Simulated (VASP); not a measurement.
# W (Pm-3n) in VASP: a series of runs

The runs below take W through single point, relaxation of cell and atoms, with revPBE.

Program: VASP 6.6.1. These are calculated values, not measurements. Logs are shortened: lines on timing, memory, paths and dates and some standing lists are left out, and cuts for length are marked.

### 1 The cell of the first run

Symmetry: Pm-3n, No. 223, cubic system. The conventional cell has a = 5.093 Å, b = 5.093 Å, c = 5.093 Å, α = 90.00°, β = 90.00°, γ = 90.00°. Within 3.8 Å of W (site symmetry m-3) lie 12 W at 2.85 Å. Within 3.4 Å of W (site symmetry -4m2) lie 14 W at 2.55 to 3.12 Å.

### 2 Single point, revPBE

Contents of INCAR:

```
SYSTEM = W
PREC = Accurate
ENCUT = 520
EDIFF = 1E-6
ISMEAR = -1
SIGMA = 0.1
LREAL = .FALSE.
LASPH = .TRUE.
NELM = 80
ALGO = Normal
ISIF = 2
LWAVE = .FALSE.
LCHARG = .TRUE.
GGA = RE
LELF = .TRUE.
LVHAR = .TRUE.
NBANDS = 66
```

Contents of KPOINTS:

```
Automatic mesh
0
G
  5 5 5
  0 0 0
```

Contents of POSCAR:

```
W
1.0
    5.0931013277      0.0000000000      0.0000000000
    0.0000000000      5.0931013277      0.0000000000
    0.0000000000      0.0000000000      5.0931013277
W
8
Direct
    1.0000000000      1.0000000000      0.0000000000
    0.5000000000      0.5000000000      0.5000000000
    0.0000000000      0.5000000000      0.2500000000
    0.0000000000      0.5000000000      0.7500000000
    0.2500000000      0.0000000000      0.5000000000
    0.7500000000      1.0000000000      0.5000000000
    0.5000000000      0.7500000000      0.0000000000
    0.5000000000      0.2500000000      1.0000000000
```

Potentials or basis: VASP PAW PBE potentials, release 64 (W_sv).

Launch:

```console
$ cat potpaw_PBE.64/W_sv/POTCAR > POTCAR
$ mpirun -np 1 vasp_std > vasp.out
```

OUTCAR:

```text
SYSTEM = W
   PREC = Accurate
   ENCUT = 520
   EDIFF = 1E-6
   ISMEAR = -1
   LREAL = .FALSE.
   LASPH = .TRUE.
   NELM = 80
   ISIF = 2
   GGA = RE

 ion  position               nearest neighbor table
   1  0.000  0.000  0.000-   3 2.85   4 2.85   5 2.85   6 2.85   7 2.85   8 2.85   5 2.85   6 2.85
                             3 2.85   4 2.85   7 2.85   8 2.85
   2  0.500  0.500  0.500-   3 2.85   4 2.85   5 2.85   6 2.85   7 2.85   8 2.85   7 2.85   8 2.85
                             5 2.85   6 2.85   3 2.85   4 2.85
   3  0.000  0.500  0.250-   4 2.55   4 2.55   1 2.85   2 2.85   1 2.85   2 2.85   8 3.12   5 3.12
                             6 3.12   5 3.12   6 3.12   7 3.12   7 3.12   8 3.12
   4  0.000  0.500  0.750-   3 2.55   3 2.55   1 2.85   2 2.85   1 2.85   2 2.85   8 3.12   5 3.12
                             6 3.12   5 3.12   6 3.12   7 3.12   7 3.12   8 3.12
   5  0.250  0.000  0.500-   6 2.55   6 2.55   1 2.85   1 2.85   2 2.85   2 2.85   8 3.12   4 3.12
                             7 3.12   8 3.12   3 3.12   3 3.12   4 3.12   7 3.12
   6  0.750  0.000  0.500-   5 2.55   5 2.55   1 2.85   1 2.85   2 2.85   2 2.85   8 3.12   4 3.12
                             7 3.12   8 3.12   3 3.12   3 3.12   4 3.12   7 3.12
   7  0.500  0.750  0.000-   8 2.55   8 2.55   1 2.85   2 2.85   2 2.85   1 2.85   3 3.12   4 3.12
                             5 3.12   6 3.12   5 3.12   6 3.12   3 3.12   4 3.12
   8  0.500  0.250  0.000-   7 2.55   7 2.55   1 2.85   2 2.85   2 2.85   1 2.85   3 3.12   4 3.12
                             5 3.12   6 3.12   5 3.12   6 3.12   3 3.12   4 3.12

  LATTYP: Found a simple cubic cell.
 ALAT       =     5.0931013277

  Lattice vectors:

 A1 = (   5.0931013277,   0.0000000000,   0.0000000000)
 A2 = (   0.0000000000,   5.0931013277,   0.0000000000)
 A3 = (   0.0000000000,   0.0000000000,   5.0931013277)

Analysis of symmetry for initial positions (statically):
=====================================================================
 Subroutine PRICEL returns:
 Original cell was already a primitive cell.

 Routine SETGRP: Setting up the symmetry group for a
 simple cubic supercell.

 Subroutine GETGRP returns: Found 48 space group operations
 (whereof 24 operations were pure point group operations)
 out of a pool of 48 trial point group operations.

The static configuration has the point symmetry T_h .
 The point group associated with its full space group is O_h .

Analysis of symmetry for dynamics (positions and initial velocities):
=====================================================================
 Subroutine PRICEL returns:
 Original cell was already a primitive cell.

[... 112 lines left out ...]
   ISYM   =      2    0-nonsym 1-usesym 2-fastsym
   POTIM  = 0.5000    time-step for ionic-motion
   TEBEG  =    0.0;   TEEND  =   0.0 temperature during run
   PSTRESS=    0.0 pullay stress
   NELECT =     112.0000    total number of electrons
   NUPDOWN=      -1.0000    fix difference up-down
   EMIN   =  10.00;   EMAX   =-10.00  energy-range for DOS
   EFERMI =   0.00;   METHOD = LEGACY
   ISMEAR =    -1;   SIGMA  =   0.10  broadening in eV -4-tet -1-fermi 0-gaus
   EFERMI_NEDOS =   21; number of points for ismear=-14 and -15
   IALGO  =     38    algorithm
   IMIX   =      4    mixing-type and parameters
     AMIX     =   0.40;   BMIX     =  1.00
     AMIX_MAG =   1.60;   BMIX_MAG =  1.00
  volume/ion in A,a.u.               =      16.51       111.44
  Fermi-wavevector in a.u.,A,eV,Ry     =   1.549406  2.927952 32.662941  2.400658
  Thomas-Fermi vector in A             =   2.654217
   LORBIT       =      0    0 simple, 1 ext, 2 COOP (PROOUT), +10 PAW based schemes
   GGA     = RE    functional components
   LHFCALC =     F    Hartree Fock is set to
   AEXX    =    0.0000 exact exchange contribution
   IVDW    =     0    specifies the selected vdW correction
   LEPSILON=     F    determine dielectric tensor
   LRPA    =     F    only Hartree local field effects (RPA)
 non-spin polarized calculation
  energy-cutoff  :      520.00
  volume of cell :      132.11
 maximum number of plane-waves:      3579
 NGX is ok and might be reduce to    40
   NGX = 19   NGY = 19   NGZ = 19

 number of electron     111.9999998 magnetization

 Free energy of the ion-electron system (eV)
  ---------------------------------------------------
  ext. energy  EPLUGINS =         0.00000000
  ---------------------------------------------------
  free energy    TOTEN  =       -99.44458931 eV

  energy without entropy =      -99.33931879  energy(sigma->0) =      -99.39195405

 E-fermi :  10.6590     XC(G=0): -13.3556

 val. band max:       10.6296039524   @ k =   0.2000   0.0000   0.0000
 cond. band min:      10.6998368577   @ k =   0.4000   0.0000   0.0000
 fundamental gap:      0.0702329053
 Fermi energy:        10.6590133993

 k-point     1 :       0.0000    0.0000    0.0000
  band No.  band energies     occupation
      1     -63.3743      2.00000
      2     -63.3326      2.00000
      3     -63.3326      2.00000
      4     -63.2026      2.00000
      5     -63.2026      2.00000
      6     -63.2026      2.00000
[... 679 lines left out ...]
     65      13.2412      0.00000
     66      13.3038      0.00000

------------------------ aborting loop because EDIFF is reached ----------------------------------------

  FORCE on cell =-STRESS in cart. coord.  units (eV):
  Direction    XX          YY          ZZ          XY          YZ          ZX
  --------------------------------------------------------------------------------------
  -------------------------------------------------------------------------------------
  Total        0.4353956      0.4353956      0.4353956      0.0000000     -0.0000000     -0.0000000
  in kB        5.2801677      5.2801677      5.2801677      0.0000000     -0.0000000     -0.0000000
  external PRESSURE =       5.2801677 kB  Pullay stress =       0.0000000 kB

 VOLUME and BASIS-vectors are now :
 -----------------------------------------------------------------------------
  energy-cutoff  :      520.00
  volume of cell :      132.11
      direct lattice vectors                 reciprocal lattice vectors
     5.093101328  0.000000000  0.000000000     0.196344022  0.000000000  0.000000000
     0.000000000  5.093101328  0.000000000     0.000000000  0.196344022  0.000000000
     0.000000000  0.000000000  5.093101328     0.000000000  0.000000000  0.196344022

 POSITION                                       TOTAL-FORCE (eV/Angst)
 -----------------------------------------------------------------------------------
      0.00000      0.00000      0.00000        -0.000000      0.000000     -0.000000
      2.54655      2.54655      2.54655        -0.000000      0.000000     -0.000000
      0.00000      2.54655      1.27328         0.000000     -0.000000      0.000000
      0.00000      2.54655      3.81983         0.000000      0.000000     -0.000000
      1.27328      0.00000      2.54655         0.000000     -0.000000     -0.000000
      3.81983      0.00000      2.54655        -0.000000     -0.000000      0.000000
      2.54655      3.81983      0.00000        -0.000000     -0.000000     -0.000000
      2.54655      1.27328      0.00000         0.000000      0.000000      0.000000
 -----------------------------------------------------------------------------------
    total drift:                               -0.000000     -0.000000      0.000000

  FREE ENERGIE OF THE ION-ELECTRON SYSTEM (eV)
  ---------------------------------------------------
  free  energy   TOTEN  =       -99.4445893091 eV

  energy  without entropy=      -99.3393187888  energy(sigma->0) =      -99.39195405
```

Wall time 77 s (1 thread of Intel Xeon Platinum 8488C (Sapphire Rapids), shared host); peak memory 0.26 GiB.

What came out:

```
Free energy            : -99.4446 eV
Pressure               : 0.5 GPa
Band gap on the k mesh : zero (band 56 reaches 10.74 eV, above the bottom of band 57 at 10.26 eV)
```

Caveat: the PAW data sets were made with another functional, which shifts forces and pressure a little; spin-orbit coupling is left out, which moves the levels of the heavy elements.

### 3 Single point, revPBE

Contents of INCAR:

```
SYSTEM = W
PREC = Accurate
ENCUT = 520
EDIFF = 1E-6
ISMEAR = -1
SIGMA = 0.1
LREAL = .False.
LASPH = .True.
NELM = 80
ALGO = Normal
ISIF = 2
LWAVE = .False.
LCHARG = .True.
GGA = RE
LELF = .True.
LVHAR = .True.
NBANDS = 66
```

Contents of KPOINTS:

```
regular mesh
0
Gamma
  7 7 7
  0 0 0
```

POSCAR is that of step 2.

Potentials or basis: VASP PAW PBE potentials, release 64 (W_sv).

Launch:

```console
$ cat potpaw_PBE.64/W_sv/POTCAR > POTCAR
$ mpirun -np 1 vasp_std > vasp.out
```

OUTCAR:

```text
SYSTEM = W
   PREC = Accurate
   ENCUT = 520
   EDIFF = 1E-6
   ISMEAR = -1
   LREAL = .False.
   LASPH = .True.
   NELM = 80
   ISIF = 2
   GGA = RE

 ion  position               nearest neighbor table
   1  0.000  0.000  0.000-   3 2.85   4 2.85   5 2.85   6 2.85   7 2.85   8 2.85   5 2.85   6 2.85
                             3 2.85   4 2.85   7 2.85   8 2.85
   2  0.500  0.500  0.500-   3 2.85   4 2.85   5 2.85   6 2.85   7 2.85   8 2.85   7 2.85   8 2.85
                             5 2.85   6 2.85   3 2.85   4 2.85
   3  0.000  0.500  0.250-   4 2.55   4 2.55   1 2.85   2 2.85   1 2.85   2 2.85   8 3.12   5 3.12
                             6 3.12   5 3.12   6 3.12   7 3.12   7 3.12   8 3.12
   4  0.000  0.500  0.750-   3 2.55   3 2.55   1 2.85   2 2.85   1 2.85   2 2.85   8 3.12   5 3.12
                             6 3.12   5 3.12   6 3.12   7 3.12   7 3.12   8 3.12
   5  0.250  0.000  0.500-   6 2.55   6 2.55   1 2.85   1 2.85   2 2.85   2 2.85   8 3.12   4 3.12
                             7 3.12   8 3.12   3 3.12   3 3.12   4 3.12   7 3.12
   6  0.750  0.000  0.500-   5 2.55   5 2.55   1 2.85   1 2.85   2 2.85   2 2.85   8 3.12   4 3.12
                             7 3.12   8 3.12   3 3.12   3 3.12   4 3.12   7 3.12
   7  0.500  0.750  0.000-   8 2.55   8 2.55   1 2.85   2 2.85   2 2.85   1 2.85   3 3.12   4 3.12
[... 208 lines left out ...]
      4     -63.2163      2.00000
      5     -63.2163      2.00000
      6     -63.2163      2.00000
[... 1369 lines left out ...]
     65      13.3559      0.00000
     66      13.3874      0.00000

------------------------ aborting loop because EDIFF is reached ----------------------------------------

  FORCE on cell =-STRESS in cart. coord.  units (eV):
  Direction    XX          YY          ZZ          XY          YZ          ZX
  --------------------------------------------------------------------------------------
  -------------------------------------------------------------------------------------
  Total        0.6166909      0.6166909      0.6166909      0.0000000      0.0000000      0.0000000
  in kB        7.4787872      7.4787872      7.4787872      0.0000000      0.0000000      0.0000000
  external PRESSURE =       7.4787872 kB  Pullay stress =       0.0000000 kB

 VOLUME and BASIS-vectors are now :
 -----------------------------------------------------------------------------
  energy-cutoff  :      520.00
  volume of cell :      132.11
      direct lattice vectors                 reciprocal lattice vectors
     5.093101328  0.000000000  0.000000000     0.196344022  0.000000000  0.000000000
     0.000000000  5.093101328  0.000000000     0.000000000  0.196344022  0.000000000
     0.000000000  0.000000000  5.093101328     0.000000000  0.000000000  0.196344022

 POSITION                                       TOTAL-FORCE (eV/Angst)
 -----------------------------------------------------------------------------------
      0.00000      0.00000      0.00000        -0.000000     -0.000000      0.000000
      2.54655      2.54655      2.54655        -0.000000     -0.000000      0.000000
      0.00000      2.54655      1.27328         0.000000     -0.000000      0.000000
      0.00000      2.54655      3.81983        -0.000000      0.000000     -0.000000
      1.27328      0.00000      2.54655        -0.000000      0.000000      0.000000
      3.81983      0.00000      2.54655         0.000000      0.000000     -0.000000
      2.54655      3.81983      0.00000         0.000000      0.000000      0.000000
      2.54655      1.27328      0.00000         0.000000     -0.000000      0.000000
 -----------------------------------------------------------------------------------
    total drift:                               -0.000000     -0.000000      0.000000

  FREE ENERGIE OF THE ION-ELECTRON SYSTEM (eV)
  ---------------------------------------------------
  free  energy   TOTEN  =       -99.4372009098 eV

  energy  without entropy=      -99.3354607095  energy(sigma->0) =      -99.38633081
```

OSZICAR:

```text
N       E                     dE             d eps       ncg     rms          rms(c)
DAV:   1     0.161139676162E+04    0.16114E+04   -0.63186E+04  2648   0.200E+03
DAV:   2     0.191556376015E+02   -0.15922E+04   -0.15559E+04  2640   0.659E+02
DAV:   3    -0.980337745637E+02   -0.11719E+03   -0.10912E+03  3002   0.157E+02
DAV:   4    -0.104194675234E+03   -0.61609E+01   -0.58345E+01  3184   0.295E+01
DAV:   5    -0.104375118592E+03   -0.18044E+00   -0.17894E+00  3136   0.497E+00    0.552E+01
DAV:   6    -0.100500380137E+03    0.38747E+01   -0.59774E+00  3072   0.148E+01    0.218E+01
DAV:   7    -0.995048025680E+02    0.99558E+00   -0.34717E+00  3026   0.110E+01    0.207E+00
DAV:   8    -0.994563762667E+02    0.48426E-01   -0.34577E-01  3360   0.471E+00    0.128E+00
DAV:   9    -0.994373578217E+02    0.19018E-01   -0.51662E-02  3254   0.160E+00    0.298E-01
DAV:  10    -0.994372346887E+02    0.12313E-03   -0.47819E-03  3392   0.496E-01    0.129E-01
DAV:  11    -0.994372187058E+02    0.15983E-04   -0.30382E-04  3202   0.926E-02    0.287E-02
DAV:  12    -0.994372063784E+02    0.12327E-04   -0.21394E-05  3192   0.267E-02    0.865E-03
DAV:  13    -0.994372018729E+02    0.45055E-05   -0.29466E-06  2332   0.135E-02    0.412E-03
DAV:  14    -0.994372009098E+02    0.96303E-06   -0.33881E-07  1782   0.362E-03
   1 F= -.99437201E+02 E0= -.99386331E+02  d E =-.101740E+00
```

Wall time 2 min (1 thread of Intel Xeon Platinum 8488C (Sapphire Rapids), shared host); peak memory 0.3 GiB.

What came out:

```yaml
Free_energy: -99.4372 eV
Pressure: 0.7 GPa
Band_gap_on_the_k_mesh: zero (band 56 reaches 10.87 eV, above the bottom of band 57 at 10.26 eV)
```

Caveat: the PAW data sets were made with another functional, which shifts forces and pressure a little; spin-orbit coupling is left out, which moves the levels of the heavy elements.

### 4 Relaxation of cell and atoms, revPBE

This run uses another cell than the first one, of 16.42 Å³/atom, 0.994 times its volume.

Contents of INCAR:

```
PREC = Accurate
ENCUT = 600
EDIFF = 1E-6
ISMEAR = -1
SIGMA = 0.1
LREAL = False
LASPH = True
NELM = 100
ALGO = Normal
ISIF = 3
LWAVE = False
LCHARG = False
GGA = RE
IBRION = 2
NSW = 80
EDIFFG = -0.01
```

Contents of KPOINTS:

```
regular mesh
0
Gamma
  5 5 5
```

Contents of POSCAR:

```
W
1.0
    5.0830000000      0.0000000000      0.0000000000
    0.0000000000      5.0830000000      0.0000000000
    0.0000000000      0.0000000000      5.0830000000
W
8
Direct
    0.0000000000      0.0000000000      0.0000000000
    0.5000000000      0.5000000000      0.5000000000
    0.0000000000      0.5000000000      0.2500000000
    0.0000000000      0.5000000000      0.7500000000
    0.2500000000      0.0000000000      0.5000000000
    0.7500000000      0.0000000000      0.5000000000
    0.5000000000      0.7500000000      0.0000000000
    0.5000000000      0.2500000000      0.0000000000
```

Launch:

```console
$ cat potpaw_PBE.64/W_sv/POTCAR > POTCAR
$ mpirun -np 1 vasp_std > vasp.out
```

It took 3.2 min on 1 thread of Intel Xeon Platinum 8488C (Sapphire Rapids), shared host; peak memory 0.3 GiB.

It converged, with:

- Free energy: -99.4466 eV
- Relaxed volume: 16.55 Å³/atom
- Relaxed cell: a = 5.097 Å, b = 5.097 Å, c = 5.097 Å, α = 90.00°, β = 90.00°, γ = 90.00°
- Space group after relaxing (to 0.05 Å): Pm-3n (No. 223)
- Energy gained by relaxing: 1.0 meV/atom
- Ionic steps: 3
- Pressure after relaxing: 0.0 GPa
- Band gap on the k mesh: zero (band 56 reaches 10.71 eV, above the bottom of band 57 at 10.24 eV)

The path:
```
step  energy change (eV)  largest force (eV/Å)  pressure (GPa)  volume (Å³)
   1              0.0000                0.0000            2.36       131.33
   2              0.0776                0.0000           -7.37       135.98
   3             -0.0076                0.0000           -0.03       132.38
```

Final structure:
```cif
data_structure
_symmetry_space_group_name_H-M 'P 1'
_symmetry_Int_Tables_number 1
_cell_length_a 5.0966
_cell_length_b 5.0966
_cell_length_c 5.0966
_cell_angle_alpha 90.000
_cell_angle_beta 90.000
_cell_angle_gamma 90.000
_cell_volume 132.38
loop_
_atom_site_label
_atom_site_type_symbol
_atom_site_fract_x
_atom_site_fract_y
_atom_site_fract_z
_atom_site_occupancy
W1 W 0.00000 0.00000 0.00000 1
W2 W 0.50000 0.50000 0.50000 1
W3 W 0.00000 0.50000 0.25000 1
W4 W 0.00000 0.50000 0.75000 1
W5 W 0.25000 0.00000 0.50000 1
W6 W 0.75000 0.00000 0.50000 1
W7 W 0.50000 0.75000 0.00000 1
W8 W 0.50000 0.25000 0.00000 1
```

Levels at points of the mesh, in eV from the Fermi level:
| k point | band 53 | band 54 | band 55 | band 56 | band 57 | band 58 | band 59 | band 60 |
| --- | --- | --- | --- | --- | --- | --- | --- | --- |
| (0.00, 0.00, 0.00) | -1.38 | -1.38 | -0.39 | -0.39 | -0.39 | 1.65 | 1.65 | 1.65 |

Caveat: the PAW data sets were made with another functional, which shifts forces and pressure a little; spin-orbit coupling is left out, which moves the levels of the heavy elements.

### 5 The runs side by side

```tsv
task	cell	k mesh	cutoff (eV)	gap on the mesh (eV)	pressure (GPa)
single point	a = 5.093 Å, 8 atoms	5 × 5 × 5	520	none	0.5
single point	a = 5.093 Å, 8 atoms	7 × 7 × 7	520	none	0.7
relaxation of cell and atoms	relaxed from a = 5.083 Å, 8 atoms	5 × 5 × 5	600	none	0.0
```

Alike in all rows: level revPBE; potentials or basis VASP PAW PBE potentials, release 64 (W_sv); no spin polarisation; smearing fermi-dirac 0.1 eV.

Caveats: the PAW data sets were made with another functional, which shifts forces and pressure a little; spin-orbit coupling is left out, which moves the levels of the heavy elements.

Total energies depend on the potentials used, so only differences within one code and one set of settings carry meaning.
